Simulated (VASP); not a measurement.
Wanted: the native input for a VASP 6.6.1 run.

```
Task                   : single point
Functional             : r2SCAN
Potentials or basis    : VASP PAW PBE potentials, release 64 (Ti_sv, C)
Cutoff                 : 520 eV
k mesh                 : 18 × 18 × 18
Occupations            : gaussian, width 0.15 eV
Spin                   : no spin polarisation
Dipole correction      : no
Further INCAR settings : ALGO = Normal; EDIFF = 1e-06; NBANDS = 15
```

TiC:

```
Ti C
1.0
     0.00000    2.09908    2.22892
     2.09908    0.00000    2.22892
     2.09908    2.09908    0.00000
Ti C
1 1
Direct
  0.00000 0.00000 0.00000
  0.50000 0.50000 0.50000
```

This cell differs from its parent crystal: strain -0.030 along x and y, +0.030 along z.

These files were run (other wordings do the same):

POSCAR

```
TiC
1.0
    0.0000000000      2.0990800000      2.2289200000
    2.0990800000      0.0000000000      2.2289200000
    2.0990800000      2.0990800000      0.0000000000
Ti C
1 1
Direct
    0.0000000000      0.0000000000      0.0000000000
    0.5000000000      0.5000000000      0.5000000000
```

INCAR.step1

```
SYSTEM = TiC
PREC     = Accurate       ! precision mode
ENCUT    = 520            ! plane-wave cutoff, eV
ISMEAR   = 0              ! smearing method
SIGMA    = 0.15           ! smearing width, eV
LREAL    = .FALSE.        ! projectors in reciprocal space
LASPH    = .TRUE.         ! aspherical terms in the spheres
NELM     = 80             ! most SCF steps
NBANDS   = 15             ! bands
GGA      = PE             ! functional
ALGO     = Normal         ! electronic algorithm
EDIFF    = 1E-4           ! SCF threshold, eV
LWAVE    = .TRUE.         ! write WAVECAR
LCHARG   = .FALSE.        ! write CHGCAR
```

INCAR.step2

```
SYSTEM = TiC
PREC     = Accurate       ! precision mode
ENCUT    = 520            ! plane-wave cutoff, eV
EDIFF    = 1E-6           ! SCF threshold, eV
ISMEAR   = 0              ! smearing method
SIGMA    = 0.15           ! smearing width, eV
LREAL    = .FALSE.        ! projectors in reciprocal space
LASPH    = .TRUE.         ! aspherical terms in the spheres
NELM     = 80             ! most SCF steps
ALGO     = Normal         ! electronic algorithm
ISIF     = 2              ! what is computed and relaxed
LWAVE    = .FALSE.        ! write WAVECAR
LCHARG   = .FALSE.        ! write CHGCAR
METAGGA  = R2SCAN         ! meta-GGA
LMIXTAU  = .TRUE.       
NBANDS   = 15             ! bands
ISTART   = 1
```

KPOINTS

```
regular mesh
0
G
  18 18 18
  0 0 0
```

Potentials or basis: VASP PAW PBE potentials, release 64 (Ti_sv, C).

Command:

```console
$ cat potpaw_PBE.64/Ti_sv/POTCAR potpaw_PBE.64/C/POTCAR > POTCAR
$ cp INCAR.step1 INCAR
$ mpirun -np 1 vasp_std > vasp.out
$ cp INCAR.step2 INCAR
$ mpirun -np 1 vasp_std > vasp.out
```

Results of the run:

| Quantity | Value |
| --- | --- |
| Pressure | 11.6 GPa |
| Band gap on the k mesh | zero (band 8 reaches 10.96 eV, above the bottom of band 9 at 9.23 eV) |

Caveat: the cell differs from its parent crystal (strain -0.030 along x and y, +0.030 along z); the PAW data sets were made with another functional, which shifts forces and pressure a little.

Wall time 3 min on 1 thread of Intel(R) Xeon(R) 6975P-C (Granite Rapids), with other jobs on the host, peak memory 0.26 GiB.
